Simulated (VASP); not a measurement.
# Pd (Fd-3m) in VASP: notebook

Pd is run at these levels: PBEsol; tasks: single point.

All numbers are computed with VASP 6.6.1; they aren't measurements. Logs are shortened: lines on timing, memory, paths and dates and some standing lists are left out, and cuts for length are marked.

### Step 1. The cell of the first run

It takes space group Fd-3m (No. 227, cubic). Conventional cell: a = 5.201 Å, b = 5.201 Å, c = 5.201 Å, α = 90.00°, β = 90.00°, γ = 90.00°. Pd (site symmetry -43m) has 4 Pd at 2.25 Å within 3.0 Å.

This isn't the form of Pd at room conditions, which is fcc.

### Step 2. Single point, PBEsol

Input file INCAR:

```
PREC     = Accurate       # precision mode
ENCUT    = 500            # plane-wave cutoff, eV
EDIFF    = 1E-6           # SCF threshold, eV
ISMEAR   = -1             # smearing method
SIGMA    = 0.05           # smearing width, eV
LREAL    = False          # projectors in reciprocal space
LASPH    = True           # aspherical terms in the spheres
NELM     = 120            # most SCF steps
ALGO     = Normal         # electronic algorithm
ISIF     = 2              # what is computed and relaxed
LWAVE    = False          # write WAVECAR
LCHARG   = True           # write CHGCAR
GGA      = PS             # functional
LELF     = True           # ELF
LVHAR    = True         
NBANDS   = 17             # bands
GGA_COMPAT= False
```

Input file KPOINTS:

```
regular mesh
0
Gamma
  7 7 7
```

Input file POSCAR:

```
Pd
1.0
    0.0000000000      2.6003775743      2.6003775743
    2.6003775743      0.0000000000      2.6003775743
    2.6003775743      2.6003775743      0.0000000000
Pd
2
Direct
    1.0000000000      1.0000000000      1.0000000000
    0.2500000000      0.2500000000      0.2500000000
```

Potentials or basis: VASP PAW PBE potentials, release 64 (Pd).

Started as:

```sh
cat potpaw_PBE.64/Pd/POTCAR > POTCAR
mpirun -np 1 vasp_std > vasp.out
```

OUTCAR:

```text
PREC = Accurate
   ENCUT = 500
   EDIFF = 1E-6
   ISMEAR = -1
   LREAL = False
   LASPH = True
   NELM = 120
   ISIF = 2
   GGA = PS

 ion  position               nearest neighbor table
   1  0.000  0.000  0.000-   2 2.25   2 2.25   2 2.25   2 2.25
   2  0.250  0.250  0.250-   1 2.25   1 2.25   1 2.25   1 2.25

  LATTYP: Found a face centered cubic cell.
 ALAT       =     5.2007551486

  Lattice vectors:

 A1 = (   0.0000000000,   2.6003775743,   2.6003775743)
 A2 = (   2.6003775743,   0.0000000000,   2.6003775743)
 A3 = (   2.6003775743,   2.6003775743,   0.0000000000)

Analysis of symmetry for initial positions (statically):
=====================================================================
 Subroutine PRICEL returns:
 Original cell was already a primitive cell.

 Routine SETGRP: Setting up the symmetry group for a
 face centered cubic supercell.

 Subroutine GETGRP returns: Found 48 space group operations
 (whereof 24 operations were pure point group operations)
 out of a pool of 48 trial point group operations.

The static configuration has the point symmetry T_d .
 The point group associated with its full space group is O_h .

Analysis of symmetry for dynamics (positions and initial velocities):
=====================================================================
 Subroutine PRICEL returns:
 Original cell was already a primitive cell.

 Routine SETGRP: Setting up the symmetry group for a
 face centered cubic supercell.

 Subroutine GETGRP returns: Found 48 space group operations
 (whereof 24 operations were pure point group operations)
 out of a pool of 48 trial point group operations.

The dynamic configuration has the point symmetry T_d .
 The point group associated with its full space group is O_h .

 Subroutine INISYM returns: Found 48 space group operations
 (whereof 24 operations are pure point group operations),
 and found     1 'primitive' translations

----------------------------------------------------------------------------------------

                                     Primitive cell

  volume of cell :      35.1673

  direct lattice vectors                    reciprocal lattice vectors
     0.000000000  2.600377574  2.600377574    -0.192279769  0.192279769  0.192279769
     2.600377574  0.000000000  2.600377574     0.192279769 -0.192279769  0.192279769
     2.600377574  2.600377574  0.000000000     0.192279769  0.192279769 -0.192279769

  length of vectors
     3.677489233  3.677489233  3.677489233     0.333038330  0.333038330  0.333038330
[... 74 lines left out ...]
   ENCUT  =  500.0 eV  36.75 Ry    6.06 a.u.   6.70  6.70  6.70*2*pi/ulx,y,z
   NELM   =    120;   NELMIN=  2; NELMDL= -5     # of ELM steps
   EDIFF  = 0.1E-05   stopping-criterion for ELM
   LREAL  =      F    real-space projection
   EDIFFG = 0.1E-04   stopping-criterion for IOM
   NSW    =      0    number of steps for IOM
   IBRION =     -1    ionic relax: 0-MD 1-quasi-New 2-CG
   NFREE  =      0    steps in history (QN), initial steepest desc. (CG)
   ISIF   =      2    stress and relaxation
   ISYM   =      2    0-nonsym 1-usesym 2-fastsym
   POTIM  = 0.5000    time-step for ionic-motion
   TEBEG  =    0.0;   TEEND  =   0.0 temperature during run
   PSTRESS=    0.0 pullay stress
   NELECT =      20.0000    total number of electrons
   NUPDOWN=      -1.0000    fix difference up-down
   EMIN   =  10.00;   EMAX   =-10.00  energy-range for DOS
   EFERMI =   0.00;   METHOD = LEGACY
   ISMEAR =    -1;   SIGMA  =   0.05  broadening in eV -4-tet -1-fermi 0-gaus
   EFERMI_NEDOS =   21; number of points for ismear=-14 and -15
   IALGO  =     38    algorithm
   IMIX   =      4    mixing-type and parameters
     AMIX     =   0.40;   BMIX     =  1.00
     AMIX_MAG =   1.60;   BMIX_MAG =  1.00
  volume/ion in A,a.u.               =      17.58       118.66
  Fermi-wavevector in a.u.,A,eV,Ry     =   1.356350  2.563130 25.030436  1.839685
  Thomas-Fermi vector in A             =   2.483361
   LORBIT       =      0    0 simple, 1 ext, 2 COOP (PROOUT), +10 PAW based schemes
   GGA     = PS    functional components
   LHFCALC =     F    Hartree Fock is set to
   AEXX    =    0.0000 exact exchange contribution
   IVDW    =     0    specifies the selected vdW correction
   LEPSILON=     F    determine dielectric tensor
   LRPA    =     F    only Hartree local field effects (RPA)
 non-spin polarized calculation
  energy-cutoff  :      500.00
  volume of cell :       35.17
 maximum number of plane-waves:       911
   NGX = 13   NGY = 13   NGZ = 13

 number of electron      19.9999998 magnetization

 Free energy of the ion-electron system (eV)
  ---------------------------------------------------
  ext. energy  EPLUGINS =         0.00000000
  ---------------------------------------------------
  free energy    TOTEN  =        -8.17056900 eV

  energy without entropy =       -8.13315363  energy(sigma->0) =       -8.15186132

 E-fermi :   7.8168     XC(G=0): -11.9936

 val. band max:        7.7304611574   @ k =  -0.4286   0.4286   0.1429
 cond. band min:       7.8218685716   @ k =   0.4286   0.1429   0.0000
 fundamental gap:      0.0914074142
 Fermi energy:         7.8168469902

 k-point     1 :       0.0000    0.0000    0.0000
  band No.  band energies     occupation
      1       1.3125      2.00000
      2       2.4397      2.00000
      3       2.4397      2.00000
      4       2.8729      2.00000
      5       2.8729      2.00000
      6       2.8729      2.00000
[... 377 lines left out ...]
      4       3.6626      2.00000
      5       4.0435      2.00000
      6       4.5974      2.00000
[... 9 lines left out ...]
     16      23.7846      0.00000
     17      25.2584      0.00000

------------------------ aborting loop because EDIFF is reached ----------------------------------------

  FORCE on cell =-STRESS in cart. coord.  units (eV):
  Direction    XX          YY          ZZ          XY          YZ          ZX
  --------------------------------------------------------------------------------------
  -------------------------------------------------------------------------------------
  Total        9.3165879      9.3165879      9.3165879      0.0000000      0.0000000     -0.0000000
  in kB      424.4516587    424.4516587    424.4516587      0.0000000      0.0000000     -0.0000000
  external PRESSURE =     424.4516587 kB  Pullay stress =       0.0000000 kB

 VOLUME and BASIS-vectors are now :
 -----------------------------------------------------------------------------
  energy-cutoff  :      500.00
  volume of cell :       35.17
      direct lattice vectors                 reciprocal lattice vectors
     0.000000000  2.600377574  2.600377574    -0.192279769  0.192279769  0.192279769
     2.600377574  0.000000000  2.600377574     0.192279769 -0.192279769  0.192279769
     2.600377574  2.600377574  0.000000000     0.192279769  0.192279769 -0.192279769

 POSITION                                       TOTAL-FORCE (eV/Angst)
 -----------------------------------------------------------------------------------
      0.00000      0.00000      0.00000        -0.000000     -0.000000     -0.000000
      1.30019      1.30019      1.30019         0.000000      0.000000      0.000000
 -----------------------------------------------------------------------------------
    total drift:                                0.000000      0.000000      0.000000

  FREE ENERGIE OF THE ION-ELECTRON SYSTEM (eV)
  ---------------------------------------------------
  free  energy   TOTEN  =        -8.1705690043 eV

  energy  without entropy=       -8.1331536284  energy(sigma->0) =       -8.15186132
```

OSZICAR:

```text
N       E                     dE             d eps       ncg     rms          rms(c)
DAV:   1     0.112543039080E+03    0.11254E+03   -0.96843E+03   680   0.107E+03
DAV:   2    -0.666506169050E+01   -0.11921E+03   -0.11235E+03   719   0.246E+02
DAV:   3    -0.866578549753E+01   -0.20007E+01   -0.19930E+01   820   0.364E+01
DAV:   4    -0.868358775198E+01   -0.17802E-01   -0.17801E-01   807   0.324E+00
DAV:   5    -0.868396295690E+01   -0.37520E-03   -0.37520E-03   850   0.496E-01    0.166E+01
DAV:   6    -0.823412754918E+01    0.44984E+00   -0.12330E+00   776   0.963E+00    0.946E+00
DAV:   7    -0.818266141642E+01    0.51466E-01   -0.14387E-02   836   0.101E+00    0.413E+00
DAV:   8    -0.817051767034E+01    0.12144E-01   -0.34502E-03   812   0.359E-01    0.548E-02
DAV:   9    -0.817056280734E+01   -0.45137E-04   -0.97510E-05   806   0.740E-02    0.244E-02
DAV:  10    -0.817056938664E+01   -0.65793E-05   -0.55113E-06   814   0.182E-02    0.293E-03
DAV:  11    -0.817056900427E+01    0.38237E-06   -0.82419E-08   435   0.211E-03
   1 F= -.81705690E+01 E0= -.81518613E+01  d E =-.374154E-01
```

stdout:

```text
POSCAR found type information on POSCAR Pd
 POSCAR found :  1 types and       2 ions
 scaLAPACK will be used
 -----------------------------------------------------------------------------
|                                                                             |
|                                                                             |
|     You enforced a specific xc type in the INCAR file but a different       |
|     I HOPE YOU KNOW WHAT YOU ARE DOING!                                     |
|                                                                             |
 -----------------------------------------------------------------------------

 LDA part: xc-table for (Slater+PW92), standard interpolation
 POSCAR, INCAR and KPOINTS ok, starting setup
 FFT: planning ... GRIDC
 FFT: planning ... GRID_SOFT
 FFT: planning ... GRID
 WAVECAR not read
 entering main loop
```

It took 24 s on 1 thread of Intel Xeon 8259CL, shared host; peak memory 0.16 GiB.

Results:

| Item | Value |
| --- | --- |
| Free energy | -8.1706 eV |
| Pressure | 42.4 GPa |
| Band gap on the k mesh | zero (bands 10 and 11 overlap by 0.58 eV) |

Levels at points of the mesh, in eV from the Fermi level:
```
           k point  band 6  band 7  band 8  band 9  band 10  band 11  band 12  band 13  band 14  band 15
(0.00, 0.00, 0.00)   -4.94   -2.13   -2.13   -2.13    -0.14    -0.14    13.51    13.77    13.77    13.77
```

Caveat: the cell stands under pressure; the PAW data sets were made with another functional, which shifts forces and pressure a little.

### Step 3. Single point, PBEsol

This run uses another cell than the first one, of 18.64 Å³/atom.

Input file INCAR:

```
PREC = Accurate ; ENCUT = 500
EDIFF = 1E-6 ; ISMEAR = -1
SIGMA = 0.05 ; LREAL = False
LASPH = True ; NELM = 120
ALGO = Normal ; ISIF = 2
LWAVE = False ; LCHARG = True
GGA = PS ; LELF = True
LVHAR = True ; NBANDS = 17
GGA_COMPAT = False
```

Input file KPOINTS:

```
Automatic mesh
0
Gamma
  7 7 7
```

Input file POSCAR:

```
Pd
1.0
    0.0000000000      2.6515720052      2.6515720052
    2.6515720052      0.0000000000      2.6515720052
    2.6515720052      2.6515720052      0.0000000000
Pd
2
Direct
    1.0000000000      1.0000000000      1.0000000000
    0.2500000000      0.2500000000      0.2500000000
```

Potentials or basis: VASP PAW PBE potentials, release 64 (Pd).

Started as:

```sh
cat potpaw_PBE.64/Pd/POTCAR > POTCAR
mpirun -np 1 vasp_std > vasp.out
```

It took 23 s on 1 thread of Intel Xeon 8259CL, shared host; peak memory 0.16 GiB.

Results (log left out):

* Free energy: -8.6343 eV
* Pressure: 28.3 GPa
* Band gap on the k mesh: zero (bands 10 and 11 overlap by 0.54 eV)

Levels at points of the mesh, in eV from the Fermi level:
```tsv
k point	band 7	band 8	band 9	band 10	band 11	band 12	band 13	band 14
(0.00, 0.00, 0.00)	-1.95	-1.95	-1.95	-0.14	-0.14	13.34	13.49	13.49
```

Caveat: the cell stands under pressure; the PAW data sets were made with another functional, which shifts forces and pressure a little.

The gap in the log of VASP goes by the Fermi energy; the results here count the filled bands.